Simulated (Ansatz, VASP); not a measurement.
CdS: VASP beside Ansatz

```
CELL_PARAMETERS angstrom
4.15000 0.00000 0.00000
-2.07500 3.59401 0.00000
0.00000 0.00000 6.73700
ATOMIC_POSITIONS crystal
Cd 0.66667 0.33333 0.50000
Cd 0.33333 0.66667 0.00000
S 0.66667 0.33333 0.87500
S 0.33333 0.66667 0.37500
```

Alike in both runs: task single point; functional PBE-based screened hybrid; k mesh 4 × 4 × 2; occupations fermi-dirac, width 0.05 eV; no spin polarisation.

|  | VASP | Ansatz |
| --- | --- | --- |
| version | VASP 6.6.1 | Ansatz 0.2.0 |
| potentials or method | VASP PAW PBE potentials, release 64 (Cd, S) | Ansatz PAW |
| plane-wave cutoff (eV) | 520 | 420 |
| valence electrons in the cell | 36 | 52 |

VASP gave:

```
gap on the k mesh at the Fermi level (eV)                     : 1.40
least direct gap on the mesh (eV)                             : 1.40
pressure (GPa)                                                : 2.2
traceless stress, the component that is largest in VASP (GPa) : 0.28
rms of the force components (eV/Å)                            : 0.033
```

What did Ansatz give for the same quantities?

gap on the k mesh at the Fermi level (eV): 1.39; least direct gap on the mesh (eV): 1.39; pressure (GPa): 1.9; traceless stress, the component that is largest in VASP (GPa): 0.27; rms of the force components (eV/Å): 0.032.

VASP's potentials were made for PBE, not for PBE-based screened hybrid. Atom by atom the forces differ by 0.001 eV/Å (rms over components). VASP's potentials hold 36 valence electrons a cell and Ansatz's 52, so a difference there can come from the potentials and not from the codes.

The k mesh is coarse, so the values compare programs but aren't converged.
